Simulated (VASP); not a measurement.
## Si: single point with PBE

The system is Si.

```
Si
1.0
     0.00000    2.73483    2.73483
     2.73483    0.00000    2.73483
     2.73483    2.73483    0.00000
Si
2
Direct
  0.00000 0.00000 0.00000
  0.25000 0.25000 0.25000
```

```json
{"Program": "VASP 6.6.1", "Task": "single point", "Functional": "PBE", "Potentials or basis": "VASP PAW PBE potentials, release 64 (Si)", "Cutoff": "500 eV", "k mesh": "8 × 8 × 8", "Occupations": "gaussian, width 0.02 eV", "Spin": "no spin polarisation", "Dipole correction": "no", "Further INCAR settings": "ALGO = Normal; EDIFF = 1e-06; NBANDS = 11"}
```

```yaml
Pressure: 0.0 GPa
Band_gap_on_the_k_mesh: 0.65 eV (least direct gap 2.56 eV)
```

Levels at points of the mesh, in eV from the valence-band top:
| k point | band 1 | band 2 | band 3 | band 4 | band 5 | band 6 | band 7 | band 8 |
| --- | --- | --- | --- | --- | --- | --- | --- | --- |
| (0.00, 0.00, 0.00) | -11.81 | 0.00 | 0.00 | 0.00 | 2.56 | 2.56 | 2.56 | 3.13 |
| (0.50, 0.00, 0.00) | -9.53 | -6.87 | -1.18 | -1.18 | 1.46 | 3.35 | 3.35 | 7.70 |
| (0.50, 0.50, 0.00) | -7.74 | -7.74 | -2.79 | -2.79 | 0.75 | 0.75 | 9.93 | 9.93 |

Wall time 22 s on 1 thread of Intel Xeon 8259CL, with other jobs on the host, peak memory 0.15 GiB.

A k mesh can miss the band edges.
